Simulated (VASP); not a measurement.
# WSe2 (P6_3/mmc) in VASP: further runs, part 2 of 2

VASP 6.6.1. The steps go on from the part before.

## 3. Relaxation of cell and atoms, PBE

This run uses another cell than the first one, of 20.26 Å³/atom.

INCAR reads:

```
ALGO     = Normal         # electronic algorithm
EDIFF    = 1E-6           # SCF threshold, eV
EDIFFG   = -0.005         # ionic threshold
ENCUT    = 600            # plane-wave cutoff, eV
GGA      = PE             # functional
IBRION   = 2              # ionic algorithm
ISIF     = 3              # what is computed and relaxed
ISMEAR   = 0              # smearing method
LASPH    = T              # aspherical terms in the spheres
LCHARG   = F              # write CHGCAR
LREAL    = F              # projectors in reciprocal space
LWAVE    = F              # write WAVECAR
NELM     = 60             # most SCF steps
NSW      = 100            # ionic steps
PREC     = Accurate       # precision mode
SIGMA    = 0.02           # smearing width, eV
```

KPOINTS reads:

```
k-points
0
Gamma
  12 12 2
```

POSCAR reads:

```
WSe2
1.0
    3.2899984505      0.0000000000      0.0000000000
   -1.6449992252      2.8492222365      0.0000000000
    0.0000000000      0.0000000000     12.9700000000
W Se
2 4
Direct
    0.3333333333      0.6666666667      0.2500000000
    0.6666666667      0.3333333333      0.7500000000
    0.3333333333      0.6666666667      0.6210000000
    0.6666666667      0.3333333333      0.1210000000
    0.3333333333      0.6666666667      0.8790000000
    0.6666666667      0.3333333333      0.3790000000
```

Potentials or basis: VASP PAW PBE potentials, release 64 (W_sv, Se).

The run is started by

```bash
$ cat potpaw_PBE.64/W_sv/POTCAR potpaw_PBE.64/Se/POTCAR > POTCAR
$ mpirun -np 1 vasp_std > vasp.out
```

Wall time 67 min (1 thread of AMD EPYC 9R45 (Zen 5), shared host); peak memory 0.37 GiB.

Results (log left out):

| Quantity | Value |
| --- | --- |
| Free energy | -43.2539 eV |
| Relaxed volume | 23.89 Å³/atom |
| Relaxed cell | a = 3.322 Å, b = 3.322 Å, c = 14.992 Å, α = 90.00°, β = 90.00°, γ = 120.00° |
| Space group after relaxing (to 0.1 Å) | P6_3/mmc (No. 194) |
| Energy gained by relaxing | 20.8 meV/atom |
| Ionic steps | 61 |
| Pressure after relaxing | 0.0 GPa |
| Largest force after relaxing | 0.003 eV/Å |
| Band gap on the k mesh | 1.44 eV (least direct gap 1.52 eV) |

Forces on the atoms (eV/Å):
```
W    0.000  0.000  0.000
W    0.000  0.000  0.000
Se   0.000  0.000  0.003
Se   0.000  0.000  0.003
Se   0.000  0.000 -0.003
Se   0.000  0.000 -0.003
```

The path:
| step | energy change (eV) | largest force (eV/Å) | pressure (GPa) | volume (Å³) |
| --- | --- | --- | --- | --- |
| 1 | 0.0000 | 0.2170 | 4.04 | 121.58 |
| 3 | -0.0397 | 0.2805 | 0.17 | 124.68 |
| 5 | -0.0607 | 0.0469 | -0.17 | 127.62 |
| 7 | -0.0886 | 0.0018 | 0.28 | 129.33 |
| 9 | -0.1123 | 0.1456 | -0.33 | 134.13 |
| 11 | -0.1141 | 0.1018 | -0.21 | 134.37 |
| 13 | -0.1151 | 0.0382 | -0.77 | 138.17 |
| 15 | -0.1181 | 0.0106 | -0.11 | 136.53 |
| 17 | -0.1193 | 0.0289 | 0.12 | 136.67 |
| 19 | -0.1208 | 0.0598 | -0.08 | 137.55 |
| 21 | -0.1213 | 0.0388 | -0.06 | 137.77 |
| 23 | -0.1214 | 0.0146 | -0.11 | 138.74 |
| 25 | -0.1219 | 0.0126 | 0.07 | 138.32 |
| 27 | -0.1221 | 0.0272 | 0.19 | 138.43 |
| 29 | -0.1228 | 0.0002 | 0.17 | 139.06 |
| 31 | -0.1230 | 0.0201 | 0.15 | 139.56 |
| 33 | -0.1234 | 0.0436 | -0.07 | 140.26 |
| 35 | -0.1235 | 0.0544 | -0.17 | 140.60 |
| 37 | -0.1240 | 0.0041 | -0.03 | 141.31 |
| 39 | -0.1242 | 0.0134 | 0.08 | 141.47 |
| 41 | -0.1242 | 0.0208 | 0.16 | 141.60 |
| 43 | -0.1242 | 0.0060 | 0.07 | 141.62 |
| 45 | -0.1243 | 0.0156 | -0.03 | 141.84 |
| 47 | -0.1243 | 0.0116 | -0.01 | 141.85 |
| 49 | -0.1244 | 0.0154 | -0.02 | 142.31 |
| 51 | -0.1245 | 0.0124 | 0.01 | 142.99 |
| 53 | -0.1243 | 0.0465 | 0.24 | 143.68 |
| 55 | -0.1245 | 0.0102 | 0.09 | 143.25 |
| 57 | -0.1245 | 0.0076 | 0.07 | 143.23 |
| 59 | -0.1246 | 0.0063 | -0.01 | 143.34 |
| 61 | -0.1246 | 0.0031 | -0.01 | 143.31 |

Final structure:
```xyz
6
Lattice="3.3224 0.0000 0.0000 -1.6612 2.8772 0.0000 0.0000 0.0000 14.9921" Properties=species:S:1:pos:R:3 pbc="T T T"
W     0.0000    1.9182    3.7480
W     1.6612    0.9591   11.2441
Se    0.0000    1.9182    9.5637
Se    1.6612    0.9591    2.0677
Se    0.0000    1.9182   12.9244
Se    1.6612    0.9591    5.4284
```

Levels at points of the mesh, in eV from the valence-band top:
```tsv
k point	band 24	band 25	band 26	band 27	band 28	band 29
(0.00, 0.00, 0.00)	-1.25	-0.58	-0.08	2.86	2.86	2.87
(0.50, 0.00, 0.00)	-1.00	-0.99	-0.96	2.31	2.32	2.62
(0.00, 0.00, 0.50)	-1.26	-0.26	-0.26	2.86	2.86	2.86
(0.50, 0.00, 0.50)	-1.01	-0.97	-0.97	2.32	2.32	2.68
```

Caveat: the volume moved by over 15 % at a fixed basis, so the end points are rough; spin-orbit coupling is left out, which moves the levels of the heavy elements; this functional lacks dispersion, which binds the layers, so the pressure and a relaxed spacing across them are unreliable. Zero-point motion and thermal expansion aren't in these numbers.

## 4. Single point, PBE

INCAR reads:

```
PREC = Accurate ; ENCUT = 520
EDIFF = 1E-6 ; ISMEAR = 0
SIGMA = 0.05 ; LREAL = F
LASPH = T ; NELM = 60
ALGO = Normal ; ISIF = 2
LWAVE = F ; LCHARG = F
GGA = PE ; NBANDS = 35
```

KPOINTS reads:

```
Automatic mesh
0
Gamma
  9 9 2
```

POSCAR reads:

```
WSe2
1.0
   -3.3206937274      0.0000000000      0.0000000000
   -1.6603468637     -2.8758051261      0.0000000000
    0.0000000000      0.0000000000     15.2573262715
W Se
2 4
Direct
    0.3333333333      0.3333333333      0.2500000000
    0.6666666667      0.6666666667      0.7500000000
    0.3333333333      0.3333333333      0.6400199235
    0.6666666667      0.6666666667      0.1400199235
    0.3333333333      0.3333333333      0.8599800765
    0.6666666667      0.6666666667      0.3599800765
```

The run is started by

```bash
$ cat potpaw_PBE.64/W_sv/POTCAR potpaw_PBE.64/Se/POTCAR > POTCAR
$ mpirun -np 1 vasp_std > vasp.out
```

Wall time 4.7 min (1 thread of Intel Xeon 8259CL, shared host); peak memory 0.34 GiB.

Results (log left out):

| Quantity | Value |
| --- | --- |
| Free energy | -43.2562 eV |
| Pressure | 0.3 GPa |
| Largest force | 0.049 eV/Å |
| Band gap on the k mesh | 1.52 eV |

Forces on the atoms (eV/Å):
```
W    0.000  0.000  0.000
W    0.000  0.000  0.000
Se   0.000  0.000 -0.049
Se   0.000  0.000 -0.049
Se   0.000  0.000  0.049
Se   0.000  0.000  0.049
```

Stress tensor (GPa, compression positive):
```
0.23 0.00 0.00
0.00 0.23 0.00
0.00 0.00 0.34
```

Levels at points of the mesh, in eV from the valence-band top:
| k point | band 24 | band 25 | band 26 | band 27 | band 28 | band 29 |
| --- | --- | --- | --- | --- | --- | --- |
| (0.00, 0.00, 0.00) | -1.25 | -0.55 | -0.10 | 2.87 | 2.87 | 2.88 |
| (0.00, 0.00, 0.50) | -1.26 | -0.27 | -0.27 | 2.88 | 2.88 | 2.88 |

Caveat: spin-orbit coupling is left out, which moves the levels of the heavy elements; an odd mesh through Γ misses points on the zone boundary, where band edges can lie; this functional lacks dispersion, which binds the layers, so the pressure and a relaxed spacing across them are unreliable.

## 5. Single point, PBE

INCAR reads:

```
SYSTEM = WSe2
  PREC = Accurate
  ENCUT = 520
  EDIFF = 1E-6
  ISMEAR = 0
  SIGMA = 0.05
  LREAL = .False.
  LASPH = .True.
  NELM = 60
  ALGO = Normal
  ISIF = 2
  LWAVE = .False.
  LCHARG = .False.
  GGA = PE
  NBANDS = 35
```

KPOINTS reads:

```
regular mesh
0
Gamma
  12 12 2
  0 0 0
```

POSCAR reads:

```
WSe2
1.0
    3.3206943076      0.0000000000      0.0000000000
   -1.6603471538      2.8758056286      0.0000000000
    0.0000000000      0.0000000000     15.2574567704
W Se
2 4
Direct
    0.3333333333      0.6666666667      0.2500000000
    0.6666666667      0.3333333333      0.7500000000
    0.3333333333      0.6666666667      0.6400208738
    0.6666666667      0.3333333333      0.1400208738
    0.3333333333      0.6666666667      0.8599791262
    0.6666666667      0.3333333333      0.3599791262
```

The run is started by

```bash
$ cat potpaw_PBE.64/W_sv/POTCAR potpaw_PBE.64/Se/POTCAR > POTCAR
$ mpirun -np 1 vasp_std > vasp.out
```

Wall time 2.4 min (1 thread of Intel Xeon 6975P-C (Granite Rapids), shared host); peak memory 0.37 GiB.

Results (log left out):

| Property | Result |
| --- | --- |
| Free energy | -43.2565 eV |
| Pressure | 0.3 GPa |
| Largest force | 0.048 eV/Å |
| Band gap on the k mesh | 1.48 eV (least direct gap 1.52 eV) |

Forces on the atoms (eV/Å):
```
W    0.000  0.000  0.000
W    0.000  0.000  0.000
Se   0.000  0.000 -0.048
Se   0.000  0.000 -0.048
Se   0.000  0.000  0.048
Se   0.000  0.000  0.048
```

Stress tensor (GPa, compression positive):
```
0.23 0.00 0.00
0.00 0.23 0.00
0.00 0.00 0.34
```

Levels at points of the mesh, in eV from the valence-band top:
```csv
k point,band 22,band 23,band 24,band 25,band 26,band 27,band 28,band 29,band 30,band 31
"(0.00, 0.00, 0.00)",-1.26,-1.25,-1.25,-0.55,-0.10,2.87,2.87,2.88,2.88,3.04
"(0.50, 0.00, 0.00)",-2.13,-1.01,-0.99,-0.98,-0.96,2.32,2.33,2.65,2.74,3.44
"(0.00, 0.00, 0.50)",-1.26,-1.26,-1.26,-0.27,-0.27,2.88,2.88,2.88,2.88,3.05
"(0.50, 0.00, 0.50)",-2.14,-1.00,-1.00,-0.97,-0.97,2.33,2.33,2.69,2.69,3.63
```

Caveat: spin-orbit coupling is left out, which moves the levels of the heavy elements; this functional lacks dispersion, which binds the layers, so the pressure and a relaxed spacing across them are unreliable.

## 6. Summary

| task | cell | k mesh | cutoff (eV) | smearing | gap on the mesh (eV) | pressure (GPa) | relaxed volume (Å³/atom) | largest force (eV/Å) |
| --- | --- | --- | --- | --- | --- | --- | --- | --- |
| relaxation of cell and atoms | relaxed from a = 3.321, b = 3.321, c = 15.257 Å, angles 90.0, 90.0, 120.0°, 6 atoms, atomic positions A | 12 × 12 × 2 | 600 | gaussian 0.02 eV | 1.47 | 0.0 | 24.33 | - |
| relaxation of cell and atoms | relaxed from a = 3.290, b = 3.290, c = 12.970 Å, angles 90.0, 90.0, 120.0°, 6 atoms, atomic positions B | 12 × 12 × 2 | 600 | gaussian 0.02 eV | 1.44 | 0.0 | 23.89 | - |
| single point | a = 3.321, b = 3.321, c = 15.257 Å, angles 90.0, 90.0, 60.0°, 6 atoms, atomic positions A | 9 × 9 × 2 | 520 | gaussian 0.05 eV | 1.52 | 0.3 | - | 0.05 |
| single point | a = 3.321, b = 3.321, c = 15.257 Å, angles 90.0, 90.0, 120.0°, 6 atoms, atomic positions A | 12 × 12 × 2 | 520 | gaussian 0.05 eV | 1.48 | 0.3 | - | 0.05 |

Alike in all rows: level PBE; potentials or basis VASP PAW PBE potentials, release 64 (W_sv, Se); no spin polarisation.

Caveats: spin-orbit coupling is left out, which moves the levels of the heavy elements; this functional lacks dispersion, which binds the layers, so the pressure and a relaxed spacing across them are unreliable; the volume moved by over 15 % at a fixed basis, so the end points are rough (at least some runs); an odd mesh through Γ misses points on the zone boundary, where band edges can lie (at least some runs).

Total energies depend on the potentials used, so only differences within one code and one set of settings carry meaning.

## 7. How close it comes

Step 4. A measured gap of WSe2 is 1.3 eV (indirect; “Time-resolved XUV ARPES with tunable 24–33 eV laser pulses at 30 meV resolution”, 2019, pmc:6684652); the calculated 1.52 eV misses it by +0.22 eV. Spin-orbit coupling on Se, W is left out. The value is that of PBE on a finite k mesh, which can miss the band edges, without temperature or zero-point motion.

Step 5. A measured gap of WSe2 is 1.3 eV (indirect; “Time-resolved XUV ARPES with tunable 24–33 eV laser pulses at 30 meV resolution”, 2019, pmc:6684652); the calculated 1.48 eV misses it by +0.18 eV. Spin-orbit coupling on Se, W is left out. The value is that of PBE on a finite k mesh, which can miss the band edges, without temperature or zero-point motion.
